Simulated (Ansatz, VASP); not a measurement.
# Two plane-wave programs on Al

Contents of INCAR:

```
PREC = Accurate ; ENCUT = 520
EDIFF = 1E-6 ; ISMEAR = 0
SIGMA = 0.15 ; LREAL = F
LASPH = T ; NELM = 60
ALGO = Normal ; ISIF = 2
LWAVE = F ; LCHARG = F
GGA = PE ; IVDW = 12
NBANDS = 14
```

File KPOINTS:

```
Automatic mesh
0
Gamma
  18 18 4
```

File POSCAR:

```
Al
1.0
    2.7356000000      0.0000000000      0.0000000000
   -1.3678000000      2.3690990946      0.0000000000
    0.0000000000      0.0000000000      9.6403000000
Al
4
Direct
    0.0000000000      0.0000000000      0.0000000000
    0.3333333333      0.6666666667      0.2500000000
    0.0000000000      0.0000000000      0.5000000000
    0.6666666667      0.3333333333      0.7500000000
```

Input for Ansatz:

```yaml
crystal:
  lattice:
    - [2.7356, 0.0, 0.0]
    - [-1.3678, 2.3690990946, 0.0]
    - [0.0, 0.0, 9.6403]
  atoms:
    - { symbol: Al, position: [0.0, 0.0, 0.0] }
    - { symbol: Al, position: [0.3333333333, 0.6666666667, 0.25] }
    - { symbol: Al, position: [0.0, 0.0, 0.5] }
    - { symbol: Al, position: [0.6666666667, 0.3333333333, 0.75] }
basis:
  ecutwfc: 420
kpoints:
  mp_grid: { grid: [18, 18, 4] }
hamiltonian:
  xc: pbe
  pseudopotentials: { kind: paw, azcp: { folder: soft_1 } }
  dispersion: d3bj
scf:
  occupations: { method: gaussian, width: 0.15 }
output:
  forces: true
  stress: true
  eigenvalues: true
  write_density: true
  write_potential: true
  elf: true
  volumetric_format: npy
```

Alike in both runs: task single point; functional PBE; dispersion D3(BJ); k mesh 18 × 18 × 4; occupations gaussian, width 0.15 eV; no spin polarisation.

```csv
,VASP,Ansatz
version,VASP 6.6.1,Ansatz 0.2.0
potentials or method,"VASP PAW PBE potentials, release 64 (Al), cutoff 520 eV","scalar-relativistic, plane waves, PAW"
valence electrons in the cell,12,12
```

```csv
,VASP,Ansatz,Ansatz less VASP
gap on the k mesh at the Fermi level (eV),none,none,-
pressure (GPa),2.1,2.1,0.00
"traceless stress, the component that is largest in VASP (GPa)",-5.20,-5.21,-0.004
```

A gap of «none» marks a metal or a gap that the smearing closes.
